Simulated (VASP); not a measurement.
CaS:

```
Ca S
1.0
     0.00000    2.84793    2.84793
     2.84793    0.00000    2.84793
     2.84793    2.84793    0.00000
Ca S
1 1
Direct
  0.00000 0.00000 0.00000
  0.50000 0.50000 0.50000
```

Base run:

* Program: VASP 6.6.1
* Functional: PBE
* Potentials or basis: VASP PAW PBE potentials, release 64 (Ca_sv, S)
* Cutoff: 500 eV
* k mesh: 6 × 6 × 6
* Occupations: gaussian, width 0.01 eV
* Spin: no spin polarisation

Its results: band gap on the k mesh 2.36 eV (least direct gap 3.16 eV); pressure 0.6 GPa.

**Question.** The run is repeated on the same cell with these changes: functional from PBE to HSE06; cutoff from 500 eV to 400 eV. What comes out?

**Answer.** Band gap on the k mesh 3.40 eV (least direct gap 4.31 eV); pressure 0.3 GPa.

Caveats: the PAW data sets were made with another functional, which shifts forces and pressure a little (at least some runs).

A k mesh can miss the band edges.
